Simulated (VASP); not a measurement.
Runs of VASP 6.6.1 on La3HfO. The structure is that of space group P6/mmm (No. 191), or close to it. The cells are those of the table. The cell was built from a structure type or drawn by symmetry, and may not be a known phase.

| task | cell | k mesh | cutoff (eV) | gap on the mesh (eV) | pressure (GPa) | relaxed volume (Å³/atom) |
| --- | --- | --- | --- | --- | --- | --- |
| single point | a = 6.622, b = 6.622, c = 3.941 Å, angles 90.0, 90.0, 120.0°, 5 atoms | 6 × 6 × 4 | 520 | none | -0.1 | - |
| single point | a = 5.824, b = 5.824, c = 4.977 Å, angles 90.0, 90.0, 120.0°, 5 atoms | 6 × 6 × 4 | 520 | none | (a) | - |
| relaxation of cell and atoms | relaxed from a = 5.824, b = 5.824, c = 4.977 Å, angles 90.0, 90.0, 120.0°, 5 atoms | 6 × 6 × 4 | 600 | none | 0.1 | 29.89 |
| relaxation of cell and atoms | relaxed from a = 6.622, b = 6.622, c = 3.941 Å, angles 90.0, 90.0, 120.0°, 5 atoms | 6 × 6 × 10 | 600 | none | 0.0 | 30.01 |
| single point | a = 6.648, b = 6.648, c = 3.936 Å, angles 90.0, 90.0, 120.0°, 5 atoms | 6 × 6 × 10 | 520 | none | (b) | - |

Alike in all rows: level PBE; potentials or basis VASP PAW PBE potentials, release 64 (La, Hf_pv, O); no spin polarisation; smearing gaussian 0.1 eV.

Task: Fill in the values left out.

Result: (a) -0.7; (b) -0.2.

Caveats: some runs use coarse meshes; spin-orbit coupling is left out, which moves the levels of the heavy elements; an odd number of electrons without spin polarisation forces a metal; a magnetic or distorted state may lie lower; a cell axis changed by over 15 % at a fixed basis, so the end point is rough (at least some runs).

A k mesh can miss the band edges, and the runs leave out spin-orbit coupling on Hf, La.

A gap of «none» marks levels without a gap at the run's occupations.
